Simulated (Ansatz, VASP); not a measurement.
**SiO2: VASP beside Ansatz**

```
Si O
1.0
     4.15204    0.00000    0.00000
     0.00000    4.15204    0.00000
     0.00000    0.00000    2.64989
Si O
2 4
Direct
  0.00000 0.00000 0.00000
  0.50000 0.50000 0.50000
  0.30670 0.30670 0.00000
  0.19330 0.80670 0.50000
  0.69330 0.69330 0.00000
  0.80670 0.19330 0.50000
```

Change from the starting cell: volume scaled by 0.98, crystal datasets.

Alike in both runs: task electric field gradients; functional PBE; k mesh 6 × 6 × 9; occupations fermi-dirac, width 0.03 eV; no spin polarisation.

|  | VASP | Ansatz |
| --- | --- | --- |
| version | VASP 6.6.1 | Ansatz 0.2.0 |
| potentials or method | VASP PAW PBE potentials, release 64 (Si, O), cutoff 520 eV | all-electron PAW with datasets made for the crystal, scalar-relativistic |

```tsv
	VASP	Ansatz	Ansatz less VASP
gap on the k mesh at the Fermi level (eV)	5.98	6.01	+0.024
pressure (GPa)	18.3	18.0	-0.25
traceless stress, the component that is largest in VASP (GPa)	1.95	1.47	-0.485
rms of the force components (eV/Å)	0.186	0.175	-0.0107
size of Vzz on the site where it differs most (V/Å²)	23.0	20.0	-3.00
```

Atom by atom the forces differ by 0.011 eV/Å (rms over components). Ansatz ran all-electron here, and VASP with PAW potentials.
